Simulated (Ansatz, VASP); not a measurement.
## Ge2Sb2O in VASP and in Ansatz

```xyz
5
Lattice="3.0297 0.0000 0.0000 0.0000 3.0297 0.0000 0.0000 0.0000 11.6208" Properties=species:S:1:pos:R:3 pbc="T T T"
Ge    1.5148    1.5148    5.8104
Ge    1.5148    1.5148    0.0000
Sb    1.5148    1.5148    8.7414
Sb    1.5148    1.5148    2.8794
O     0.0000    0.0000    0.0000
```

Alike in both runs: functional PBE; k mesh 12 × 12 × 4; occupations gaussian, width 0.1 eV; no spin polarisation.

Ansatz relaxed the structure, and its values are those at the end. VASP's run is a single point on that final structure, the one shown.

|  | VASP | Ansatz |
| --- | --- | --- |
| version | VASP 6.6.1 | Ansatz 0.2.0 |
| potentials or method | VASP PAW PBE potentials, release 64 (Ge_d, Sb, O), cutoff 600 eV | scalar-relativistic, plane waves, PAW |
| valence electrons in the cell | 44 | 64 |

|  | VASP | Ansatz | Ansatz less VASP |
| --- | --- | --- | --- |
| gap on the k mesh at the Fermi level (eV) | none | none | - |
| pressure (GPa) | 0.0 | 0.0 | -0.02 |

A gap of «none» marks a metal or a gap that the smearing closes. VASP's potentials hold 44 valence electrons a cell and Ansatz's 64, so a difference there can come from the potentials and not from the codes.

Spin-orbit coupling is off throughout.
